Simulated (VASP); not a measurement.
# Ga4SbAs3 (P3m1) in VASP: single point with PBE

Aim: the single point of Ga4SbAs3 with PBE.

Everything below comes from runs of VASP 6.6.1. Logs are shortened: lines on timing, memory, paths and dates and some standing lists are left out, and cuts for length are marked.

### 1 The cell of the first run

The structure is trigonal, space group P3m1 (No. 156). The conventional cell has a = 4.135 Å, b = 4.135 Å, c = 13.640 Å, α = 90.00°, β = 90.00°, γ = 120.00°. Within 3.3 Å of Ga (site symmetry 3m) lie 4 As at 2.50 to 2.52 Å. Ga (site symmetry 3m) has 3 As at 2.52 Å and 1 Sb at 2.69 Å within 3.3 Å. Within 3.3 Å of Ga (site symmetry 3m) lie 1 As at 2.49 Å and 3 Sb at 2.60 Å. Ga (site symmetry 3m) has 4 As at 2.51 to 2.52 Å within 3.3 Å. Sb (site symmetry 3m) has 4 Ga at 2.60 to 2.69 Å within 3.4 Å. Within 3.3 Å of As (site symmetry 3m) lie 4 Ga at 2.50 to 2.52 Å. Within 3.3 Å of As (site symmetry 3m) lie 4 Ga at 2.49 to 2.52 Å. As (site symmetry 3m) has 4 Ga at 2.51 to 2.52 Å within 3.3 Å.

### 2 Single point, PBE

Input file INCAR:

```
SYSTEM = Ga4SbAs3
ALGO = Normal
EDIFF = 1E-7
ENCUT = 520
GGA = PE
ISIF = 2
ISMEAR = 0
LASPH = .TRUE.
LCHARG = .FALSE.
LREAL = .FALSE.
LWAVE = .FALSE.
NBANDS = 46
NELM = 60
PREC = Accurate
SIGMA = 0.1
```

Input file KPOINTS:

```
k-points
0
G
  12 12 4
  0 0 0
```

Input file POSCAR:

```
Ga4SbAs3
1.0
    4.1351523809      0.0000000000      0.0000000000
   -2.0675761904      3.5811470104      0.0000000000
    0.0000000000      0.0000000000     13.6398928310
Ga Sb As
4 1 3
Direct
    0.3333333333      0.6666666667      0.5034762366
    0.3333333333      0.6666666667      0.9891085571
    0.6666666667      0.3333333333      0.2617372508
    0.6666666667      0.3333333333      0.7462035888
    0.3333333333      0.6666666667      0.1862395248
    0.3333333333      0.6666666667      0.6870475493
    0.6666666667      0.3333333333      0.4441840884
    0.6666666667      0.3333333333      0.9300031643
```

Potentials or basis: VASP PAW PBE potentials, release 64 (Ga_d, Sb, As).

On the command line:

```sh
cat potpaw_PBE.64/Ga_d/POTCAR potpaw_PBE.64/Sb/POTCAR potpaw_PBE.64/As/POTCAR > POTCAR
mpirun -np 1 vasp_std > vasp.out
```

OUTCAR:

```text
SYSTEM = Ga4SbAs3
   EDIFF = 1E-7
   ENCUT = 520
   GGA = PE
   ISIF = 2
   ISMEAR = 0
   LASPH = .TRUE.
   LREAL = .FALSE.
   NELM = 60
   PREC = Accurate

 ion  position               nearest neighbor table
   1  0.333  0.667  0.503-   6 2.50   7 2.52   7 2.52   7 2.52
   2  0.333  0.667  0.989-   8 2.52   8 2.52   8 2.52   5 2.69
   3  0.667  0.333  0.262-   7 2.49   5 2.60   5 2.60   5 2.60
   4  0.667  0.333  0.746-   8 2.51   6 2.52   6 2.52   6 2.52
   5  0.333  0.667  0.186-   3 2.60   3 2.60   3 2.60   2 2.69
   6  0.333  0.667  0.687-   1 2.50   4 2.52   4 2.52   4 2.52
   7  0.667  0.333  0.444-   3 2.49   1 2.52   1 2.52   1 2.52
   8  0.667  0.333  0.930-   4 2.51   2 2.52   2 2.52   2 2.52

  LATTYP: Found a hexagonal cell.
 ALAT       =     4.1351523809
 C/A-ratio  =     3.2985224182

  Lattice vectors:

 A1 = (   4.1351523809,   0.0000000000,   0.0000000000)
 A2 = (  -2.0675761904,   3.5811470104,   0.0000000000)
 A3 = (   0.0000000000,   0.0000000000,  13.6398928310)

Analysis of symmetry for initial positions (statically):
=====================================================================
 Subroutine PRICEL returns:
 Original cell was already a primitive cell.

 Routine SETGRP: Setting up the symmetry group for a
 hexagonal supercell.

 Subroutine GETGRP returns: Found  6 space group operations
 (whereof  6 operations were pure point group operations)
 out of a pool of 24 trial point group operations.

The static configuration has the point symmetry C_3v.

Analysis of symmetry for dynamics (positions and initial velocities):
=====================================================================
 Subroutine PRICEL returns:
 Original cell was already a primitive cell.

 Routine SETGRP: Setting up the symmetry group for a
 hexagonal supercell.

 Subroutine GETGRP returns: Found  6 space group operations
 (whereof  6 operations were pure point group operations)
 out of a pool of 24 trial point group operations.

The dynamic configuration has the point symmetry C_3v.

 Subroutine INISYM returns: Found  6 space group operations
 (whereof  6 operations are pure point group operations),
 and found     1 'primitive' translations

----------------------------------------------------------------------------------------

                                     Primitive cell

  volume of cell :     201.9876

  direct lattice vectors                    reciprocal lattice vectors
     4.135152381  0.000000000  0.000000000     0.241829057  0.139620071  0.000000000
    -2.067576190  3.581147010  0.000000000     0.000000000  0.279240142  0.000000000
     0.000000000  0.000000000 13.639892831     0.000000000  0.000000000  0.073314359

  length of vectors
     4.135152381  4.135152381 13.639892831     0.279240142  0.279240142  0.073314359

  position of ions in fractional coordinates (direct lattice)
     0.333333333  0.666666667  0.503476237
     0.333333333  0.666666667  0.989108557
     0.666666667  0.333333333  0.261737251
     0.666666667  0.333333333  0.746203589
     0.333333333  0.666666667  0.186239525
     0.333333333  0.666666667  0.687047549
     0.666666667  0.333333333  0.444184088
     0.666666667  0.333333333  0.930003164

  ion indices of the primitive-cell ions
   primitive index   ion index
                 1           1
                 2           2
                 3           3
                 4           4
                 5           5
                 6           6
                 7           7
                 8           8

----------------------------------------------------------------------------------------

 KPOINTS: k-points

Automatic generation of k-mesh.
 Grid dimensions read from file:
 generate k-points for:   12   12    4

 Generating k-lattice:

  Cartesian coordinates                     Fractional coordinates (reciprocal lattice)
     0.020152421  0.011635006  0.000000000     0.083333333  0.000000000  0.000000000
     0.000000000  0.023270012  0.000000000     0.000000000  0.083333333  0.000000000
     0.000000000  0.000000000  0.018328590     0.000000000  0.000000000  0.250000000

  Length of vectors
     0.023270012  0.023270012  0.018328590

  Shift w.r.t. Gamma in fractional coordinates (k-lattice)
     0.000000000  0.000000000  0.000000000

 Subroutine IBZKPT returns following result:
 ===========================================

 Found     69 irreducible k-points:

 Following reciprocal coordinates:
            Coordinates               Weight
  0.000000  0.000000  0.000000      1.000000
  0.083333  0.000000  0.000000      6.000000
  0.166667  0.000000  0.000000      6.000000
  0.250000  0.000000  0.000000      6.000000
  0.333333  0.000000  0.000000      6.000000
  0.416667  0.000000  0.000000      6.000000
[... 16 lines left out ...]
  0.166667  0.000000  0.250000      6.000000
  0.000000  0.166667  0.250000      6.000000
 [... further k-points ...]
   k-points           NKPTS =     69   k-points in BZ     NKDIM =     69   number of bands    NBANDS=     46
   number of dos      NEDOS =    301   number of ions     NIONS =      8
   total plane-waves  NPLWV = 110592
   dimension x,y,z NGX =    32 NGY =   32 NGZ =  108
   dimension x,y,z NGXF=    64 NGYF=   64 NGZF=  216
   ions per type =               4   1   3
   NGX,Y,Z   is equivalent  to a cutoff of  12.86, 12.86, 13.16 a.u.
   NGXF,Y,Z  is equivalent  to a cutoff of  25.73, 25.73, 26.33 a.u.
 SYSTEM =  Ga4SbAs3
   PREC   = accura    normal or accurate (medium, high low for compatibility)
   ISTART =      0    job   : 0-new  1-cont  2-samecut
   ICHARG =      2    charge: 1-file 2-atom 10-const
   ISPIN  =      1    spin polarized calculation?
   LNONCOLLINEAR =      F non collinear calculations
   LSORBIT =      F    spin-orbit coupling
   LASPH  =      T    aspherical Exc in radial PAW
   ENCUT  =  520.0 eV  38.22 Ry    6.18 a.u.   7.69  7.69 25.36*2*pi/ulx,y,z
   NELM   =     60;   NELMIN=  2; NELMDL= -5     # of ELM steps
   EDIFF  = 0.1E-06   stopping-criterion for ELM
   LREAL  =      F    real-space projection
   EDIFFG = 0.1E-05   stopping-criterion for IOM
   NSW    =      0    number of steps for IOM
   IBRION =     -1    ionic relax: 0-MD 1-quasi-New 2-CG
   NFREE  =      0    steps in history (QN), initial steepest desc. (CG)
   ISIF   =      2    stress and relaxation
   ISYM   =      2    0-nonsym 1-usesym 2-fastsym
   POTIM  = 0.5000    time-step for ionic-motion
   TEBEG  =    0.0;   TEEND  =   0.0 temperature during run
   PSTRESS=    0.0 pullay stress
   NELECT =      72.0000    total number of electrons
   NUPDOWN=      -1.0000    fix difference up-down
   EMIN   =  10.00;   EMAX   =-10.00  energy-range for DOS
   EFERMI =   0.00;   METHOD = LEGACY
   ISMEAR =     0;   SIGMA  =   0.10  broadening in eV -4-tet -1-fermi 0-gaus
   EFERMI_NEDOS =   21; number of points for ismear=-14 and -15
   IALGO  =     38    algorithm
   IMIX   =      4    mixing-type and parameters
     AMIX     =   0.40;   BMIX     =  1.00
     AMIX_MAG =   1.60;   BMIX_MAG =  1.00
  volume/ion in A,a.u.               =      25.25       170.38
  Fermi-wavevector in a.u.,A,eV,Ry     =   1.160765  2.193527 18.332140  1.347374
  Thomas-Fermi vector in A             =   2.297344
   LORBIT       =      0    0 simple, 1 ext, 2 COOP (PROOUT), +10 PAW based schemes
   GGA     = PE    functional components
   LHFCALC =     F    Hartree Fock is set to
   AEXX    =    0.0000 exact exchange contribution
   IVDW    =     0    specifies the selected vdW correction
   LEPSILON=     F    determine dielectric tensor
   LRPA    =     F    only Hartree local field effects (RPA)
 non-spin polarized calculation
 Gauss-broadening in eV      SIGMA  =   0.10
  energy-cutoff  :      520.00
  volume of cell :      201.99
 maximum number of plane-waves:      5493
 NGX is ok and might be reduce to    32
   NGX = 15   NGY = 15   NGZ = 51

 number of electron      71.9999987 magnetization

 Free energy of the ion-electron system (eV)
  ---------------------------------------------------
  ext. energy  EPLUGINS =         0.00000000
  ---------------------------------------------------
  free energy    TOTEN  =       -31.89771920 eV

  energy without entropy =      -31.89645360  energy(sigma->0) =      -31.89708640

 E-fermi :   4.2143     XC(G=0):  -9.2355

 val. band max:        4.1944276768   @ k =   0.0000   0.0000   0.5000
 cond. band min:       4.2153233770   @ k =   0.0000   0.0000   0.2500
 fundamental gap:      0.0208957002
 Fermi energy:         4.2142649499

 k-point     1 :       0.0000    0.0000    0.0000
  band No.  band energies     occupation
      1     -11.1624      2.00000
      2     -11.1384      2.00000
      3     -11.1211      2.00000
      4     -11.1211      2.00000
      5     -11.1115      2.00000
      6     -11.0938      2.00000
[... 38 lines left out ...]
     45       7.8255      0.00000
     46       7.9403      0.00000

 k-point     2 :       0.0833    0.0000    0.0000
  band No.  band energies     occupation
      1     -11.1643      2.00000
      2     -11.1399      2.00000
      3     -11.1225      2.00000
      4     -11.1199      2.00000
      5     -11.1104      2.00000
      6     -11.0953      2.00000
[... 38 lines left out ...]
     45       7.7988      0.00000
     46       8.0361      0.00000

 k-point     3 :       0.1667    0.0000    0.0000
  band No.  band energies     occupation
      1     -11.1699      2.00000
      2     -11.1448      2.00000
      3     -11.1237      2.00000
      4     -11.1166      2.00000
      5     -11.1137      2.00000
      6     -11.0960      2.00000
[... 38 lines left out ...]
     45       8.0699      0.00000
     46       8.6036      0.00000

 k-point     4 :       0.2500    0.0000    0.0000
  band No.  band energies     occupation
      1     -11.1778      2.00000
      2     -11.1527      2.00000
      3     -11.1245      2.00000
      4     -11.1223      2.00000
      5     -11.1126      2.00000
      6     -11.0926      2.00000
[... 920 lines left out ...]
     45       7.7900      0.00000
     46       8.0963      0.00000

 k-point    23 :       0.1667    0.0000    0.2500
  band No.  band energies     occupation
      1     -11.1699      2.00000
      2     -11.1449      2.00000
      3     -11.1236      2.00000
      4     -11.1166      2.00000
      5     -11.1137      2.00000
      6     -11.0960      2.00000
[... 38 lines left out ...]
     45       8.2254      0.00000
     46       8.2684      0.00000

 k-point    24 :       0.0000    0.1667    0.2500
  band No.  band energies     occupation
      1     -11.1699      2.00000
      2     -11.1449      2.00000
      3     -11.1237      2.00000
      4     -11.1166      2.00000
      5     -11.1136      2.00000
      6     -11.0960      2.00000
[... 38 lines left out ...]
     45       8.1531      0.00000
     46       8.3173      0.00000

 [... further k-points ...]
[... 5 lines left out ...]
  --------------------------------------------------------------------------------------
  -------------------------------------------------------------------------------------
  Total        0.1790711      0.1790711      0.1879445      0.0000000      0.0000000      0.0000000
  in kB        1.4204027      1.4204027      1.4907873      0.0000000      0.0000000      0.0000000
  external PRESSURE =       1.4438643 kB  Pullay stress =       0.0000000 kB

 VOLUME and BASIS-vectors are now :
 -----------------------------------------------------------------------------
  energy-cutoff  :      520.00
  volume of cell :      201.99
      direct lattice vectors                 reciprocal lattice vectors
     4.135152381  0.000000000  0.000000000     0.241829057  0.139620071  0.000000000
    -2.067576190  3.581147010  0.000000000     0.000000000  0.279240142  0.000000000
     0.000000000  0.000000000 13.639892831     0.000000000  0.000000000  0.073314359

 POSITION                                       TOTAL-FORCE (eV/Angst)
 -----------------------------------------------------------------------------------
     -0.00000      2.38743      6.86736        -0.000000      0.000000     -0.002460
     -0.00000      2.38743     13.49133         0.000000     -0.000000      0.002545
      2.06758      1.19372      3.57007         0.000000      0.000000     -0.003544
      2.06758      1.19372     10.17814         0.000000     -0.000000     -0.001147
     -0.00000      2.38743      2.54029         0.000000      0.000000     -0.001417
     -0.00000      2.38743      9.37125         0.000000     -0.000000      0.001363
      2.06758      1.19372      6.05862        -0.000000      0.000000      0.004057
      2.06758      1.19372     12.68514        -0.000000     -0.000000      0.000602
 -----------------------------------------------------------------------------------
    total drift:                               -0.000000     -0.000000      0.001261

  FREE ENERGIE OF THE ION-ELECTRON SYSTEM (eV)
  ---------------------------------------------------
  free  energy   TOTEN  =       -31.8977192002 eV

  energy  without entropy=      -31.8964536039  energy(sigma->0) =      -31.89708640
```

Wall time 7.4 min (1 thread of AMD EPYC 9R45 (Zen 5), shared host); peak memory 0.66 GiB.

What came out:

```
Free energy            : -31.8977 eV
Pressure               : 0.1 GPa
Largest force          : 0.004 eV/Å
Band gap on the k mesh : zero (bands 36 and 37 overlap by 0.02 eV)
```

Forces in eV/Å, atoms in the order of the input:
```
Ga   0.000  0.000 -0.002
Ga   0.000  0.000  0.003
Ga   0.000  0.000 -0.004
Ga   0.000  0.000 -0.001
Sb   0.000  0.000 -0.001
As   0.000  0.000  0.001
As   0.000  0.000  0.004
As   0.000  0.000  0.001
```

Caveat: semilocal functionals underestimate gaps, so a narrow gap can read as zero; spin-orbit coupling is left out, which moves the levels of the heavy elements.
